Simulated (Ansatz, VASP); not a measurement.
**Hf3F2: VASP beside Ansatz**

```
Hf F
1.0
    -2.90076    2.90076    3.12226
     2.90076   -2.90076    3.12226
     2.90076    2.90076   -3.12226
Hf F
3 2
Direct
  0.50000 0.00000 0.50000
  0.00000 0.50000 0.50000
  0.00000 0.00000 0.00000
  0.68039 0.68039 0.00000
  0.31961 0.31961 0.00000
```

Alike in both runs: functional PBE; k mesh 4 × 4 × 4; occupations gaussian, width 0.2 eV; no spin polarisation.

Ansatz relaxed the structure, and its values are those at the end. VASP's run is a single point on that final structure, the one shown.

```csv
,VASP,Ansatz
version,VASP 6.6.1,Ansatz 0.2.0
potentials or method,"VASP PAW PBE potentials, release 64 (Hf_pv, F), cutoff 600 eV","scalar-relativistic, plane waves, PAW"
valence electrons in the cell,44,92
```

Ansatz gave:

* gap on the k mesh at the Fermi level (eV): none
* pressure (GPa): 0.1
* rms of the force components (eV/Å): 0.002

Q: Which values does VASP return?

A: gap on the k mesh at the Fermi level (eV): none; pressure (GPa): -0.7; rms of the force components (eV/Å): 0.053.

A gap of «none» marks a metal or a gap that the smearing closes. VASP's potentials hold 44 valence electrons a cell and Ansatz's 92, so a difference there can come from the potentials and not from the codes.

The k mesh is coarse, so the values compare programs but aren't converged. Neither program's run includes spin-orbit coupling.
